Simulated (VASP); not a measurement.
A run of VASP 6.6.1 is set up as follows.

The input INCAR:

```
  PREC = Accurate
  ENCUT = 520
  EDIFF = 1E-6
  ISMEAR = 0
  SIGMA = 0.15
  LREAL = False
  LASPH = True
  NELM = 100
  ALGO = Normal
  ISIF = 2
  LWAVE = False
  LCHARG = False
  GGA = PS
  IVDW = 12
  NBANDS = 8
```

Contents of KPOINTS:

```
regular mesh
0
Gamma
  20 20 20
```

The input POSCAR:

```
Al
1.0
    0.0000000000      2.0239800000      2.0239800000
    2.0239800000      0.0000000000      2.0239800000
    2.0239800000      2.0239800000      0.0000000000
Al
1
Direct
    0.0000000000      0.0000000000      0.0000000000
```

Potentials or basis: VASP PAW PBE potentials, release 64 (Al).

Run with:

```sh
$ cat potpaw_PBE.64/Al/POTCAR > POTCAR
$ mpirun -np 1 vasp_std > vasp.out
```

Task: What does it give for the band gap on the k mesh?

Result: Zero (an odd number of electrons rules out a gap without spin polarisation).

Task: Estimate the dispersion energy per atom.

Result: -0.316 eV.

Task: Estimate the pressure.

Result: -5.0 GPa.

Caveat: the cell stands under tension; the PAW data sets were made with another functional, which shifts forces and pressure a little.
